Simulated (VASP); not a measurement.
Set up this calculation in VASP 6.6.1, as the native input.

```
Task                   : single point
Functional             : PBE
Potentials or basis    : VASP PAW PBE potentials, release 64 (Si)
Cutoff                 : 500 eV
k mesh                 : 10 × 10 × 10
Occupations            : gaussian, width 0.03 eV
Spin                   : no spin polarisation
Dipole correction      : no
Further INCAR settings : ALGO = Normal; EDIFF = 1e-06; NBANDS = 11
```

The structure of Si lies in POSCAR:

```
Si
1.0
    0.0000000000      2.7354874751      2.7354874751
    2.7354874751      0.0000000000      2.7354874751
    2.7354874751      2.7354874751      0.0000000000
Si
2
Direct
    0.5000000000      0.5000000000      0.5000000000
    0.7500000000      0.7500000000      0.7500000000
```

These files were run (other wordings do the same):

INCAR

```
SYSTEM = Si
PREC = Accurate
ENCUT = 500
EDIFF = 1E-6
ISMEAR = 0
SIGMA = 0.03
LREAL = .False.
LASPH = .True.
NELM = 120
ALGO = Normal
ISIF = 2
LWAVE = .False.
LCHARG = .True.
GGA = PE
LELF = .True.
LVHAR = .True.
NBANDS = 11
GGA_COMPAT = .False.
```

KPOINTS

```
regular mesh
0
Gamma
  10 10 10
  0 0 0
```

Potentials or basis: VASP PAW PBE potentials, release 64 (Si).

Launch:

```console
$ cat potpaw_PBE.64/Si/POTCAR > POTCAR
$ mpirun -np 1 vasp_std > vasp.out
```

Results of the run:

| Quantity | Value |
| --- | --- |
| Pressure | -0.1 GPa |
| Band gap on the k mesh | 0.62 eV, indirect (least direct gap 2.56 eV) |

Run time: 30 s on 1 thread of Intel Xeon 8259CL, with other jobs on the host, peak memory 0.15 GiB.
